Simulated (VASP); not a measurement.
# YAl2N3: single point with PBE

YAl2N3:

```
Y Al N
1.0
     6.42763    0.00000    0.00000
     0.00000    2.44955    3.36154
     0.00000   -2.44955    3.36154
Y Al N
1 2 3
Direct
  0.00000 0.06787 0.06787
  0.29668 0.56091 0.56091
  0.70332 0.56091 0.56091
  0.50000 0.15108 0.53062
  0.50000 0.53062 0.15108
  0.00000 0.69742 0.69742
```

- Program: VASP 6.6.1
- Task: single point
- Functional: PBE
- Potentials or basis: VASP PAW PBE potentials, release 64 (Y_sv, Al, N)
- Cutoff: 520 eV
- k mesh: 4 × 4 × 4
- Occupations: gaussian, width 0.1 eV
- Spin: no spin polarisation
- Dipole correction: no
- Further INCAR settings: ALGO = Normal; EDIFF = 1e-06; NBANDS = 25

```json
{
 "Pressure": "-17.2 GPa",
 "Largest force": "1.566 eV/Å",
 "Band gap on the k mesh": "zero (band 16 reaches 4.44 eV, above the bottom of band 17 at 3.76 eV)"
}
```

Forces on the atoms (eV/Å):
```
Y    0.000  0.000 -0.441
Al   0.821  0.000 -0.252
Al  -0.821  0.000 -0.252
N    0.000  1.200  1.006
N    0.000 -1.200  1.006
N    0.000  0.000 -1.067
```

Stress tensor (GPa, compression positive):
```
-13.76   0.00   0.00
  0.00 -13.84   0.00
  0.00   0.00 -24.14
```

Levels at points of the mesh, in eV from the Fermi level:
```csv
k point,band 14,band 15,band 16,band 17,band 18,band 19
"(0.00, 0.00, 0.00)",-2.48,-1.92,-1.12,0.13,0.17,1.56
"(0.50, 0.00, 0.00)",-2.71,-1.08,-0.13,-0.11,0.76,1.09
"(0.00, 0.50, 0.00)",-2.48,-1.75,-0.09,0.22,0.88,1.53
"(0.50, 0.50, 0.00)",-2.40,-2.38,0.03,0.87,0.90,1.18
"(0.00, 0.50, 0.50)",-2.35,-0.42,0.29,0.57,0.87,1.13
"(0.50, 0.50, 0.50)",-1.40,-0.72,-0.60,-0.37,-0.36,1.14
```

It took 42 s on 1 thread of Intel(R) Xeon(R) Platinum 8259CL CPU @ 2.50GHz (Skylake/Cascade Lake), on a shared host, peak memory 0.25 GiB.

Caveat: the k points lie up to 0.40 Å⁻¹ apart; forces of over 1 eV/Å act on the atoms, so gaps and moduli don't describe the material at rest.
